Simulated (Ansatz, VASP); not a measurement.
One calculation of La, two programs

```xyz
1
Lattice="0.0000 2.6480 2.6480 2.6480 0.0000 2.6480 2.6480 2.6480 0.0000" Properties=species:S:1:pos:R:3 pbc="T T T"
La    0.0000    0.0000    0.0000
```

Alike in both runs: task single point; functional PBEsol; k mesh 12 × 12 × 12; occupations fermi-dirac, width 0.05 eV; no spin polarisation.

|  | VASP | Ansatz |
| --- | --- | --- |
| version | VASP 6.6.1 | Ansatz 0.2.0 |
| potentials or method | VASP PAW PBE potentials, release 64 (La), cutoff 520 eV | all-electron LAPW, scalar-relativistic |

|  | VASP | Ansatz | Ansatz less VASP |
| --- | --- | --- | --- |
| pressure (GPa) | -2.3 | -2.3 | -0.02 |

VASP's potentials were made for PBE, not for PBEsol. Ansatz ran all-electron here, and VASP with PAW potentials.

Neither program's run includes spin-orbit coupling.
